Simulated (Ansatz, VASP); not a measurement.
## BeS in VASP and in Ansatz

POSCAR

```
BeS
1.0
    0.0000000000      2.5073354173      2.3758852603
    2.5073354173      0.0000000000      2.3758852603
    2.5073354173      2.5073354173      0.0000000000
Be S
1 1
Direct
    0.0000000000      0.0000000000      0.0000000000
    0.2500000000      0.2500000000      0.2500000000
```

Contents of INCAR.step1:

```
PREC = Accurate
ENCUT = 520
EDIFF = 1E-5
ISMEAR = 0
SIGMA = 0.01
LREAL = False
LASPH = True
NELM = 100
ALGO = Normal
ISIF = 2
LWAVE = True
LCHARG = False
GGA = PE
NBANDS = 11
```

INCAR.step2

```
PREC = Accurate
ENCUT = 520
EDIFF = 1E-6
ISMEAR = 0
SIGMA = 0.01
LREAL = False
LASPH = True
NELM = 100
ALGO = Normal
ISIF = 2
LWAVE = False
LCHARG = False
GGA = PE
LHFCALC = True
HFSCREEN = 0.2079
PRECFOCK = Normal
ISTART = 1
NBANDS = 11
```

KPOINTS

```
Automatic mesh
0
Gamma
  6 6 6
```

Input for Ansatz:

```yaml
crystal:
  lattice:
    - [0.0, 2.5073354173, 2.3758852603]
    - [2.5073354173, 0.0, 2.3758852603]
    - [2.5073354173, 2.5073354173, 0.0]
  atoms:
    - { symbol: Be, position: [0.0, 0.0, 0.0] }
    - { symbol: S, position: [0.25, 0.25, 0.25] }
kpoints:
  mp_grid: { grid: [6, 6, 6] }
  band_path:
    path:
      - [0.0, 0.0, 0.0]
      - [-0.5, -0.5, 0.0]
      - [-0.375, -0.375, 0.25]
      - [-0.375, 0.0, 0.375]
      - [0.0, 0.0, 0.5]
      - [-0.5, -0.25, 0.25]
      - [-0.0375, 0.0, 0.0375]
    npoints: 1
hamiltonian:
  xc: hse06
scf:
  occupations: { method: fixed }
  n_extra_bands: 4
output:
  forces: true
  stress: true
  eigenvalues: true
```

Change from the starting cell: epitaxial_xy strain +3.0%.

Alike in both runs: task single point; functional HSE06; k mesh 6 × 6 × 6; no spin polarisation.

|  | VASP | Ansatz |
| --- | --- | --- |
| version | VASP 6.6.1 | Ansatz 0.2.0 |
| potentials or method | VASP PAW PBE potentials, release 64 (Be, S) | plane waves, PAW |
| plane-wave cutoff (eV) | 520 | 420 |
| occupations | gaussian, width 0.01 eV | fixed |
| valence electrons in the cell | 8 | 8 |

VASP gave:

| Property | Result |
| --- | --- |
| gap on the k mesh at the Fermi level (eV) | 3.73 |
| pressure (GPa) | -4.2 |
| traceless stress, the component that is largest in VASP (GPa) | 3.28 |

Problem. Estimate Ansatz's values.

Solution. gap on the k mesh at the Fermi level (eV): 3.74; pressure (GPa): -4.1; traceless stress, the component that is largest in VASP (GPa): 3.28.

Ansatz's warnings: stress exchange threshold loose, stress scf threshold loose.
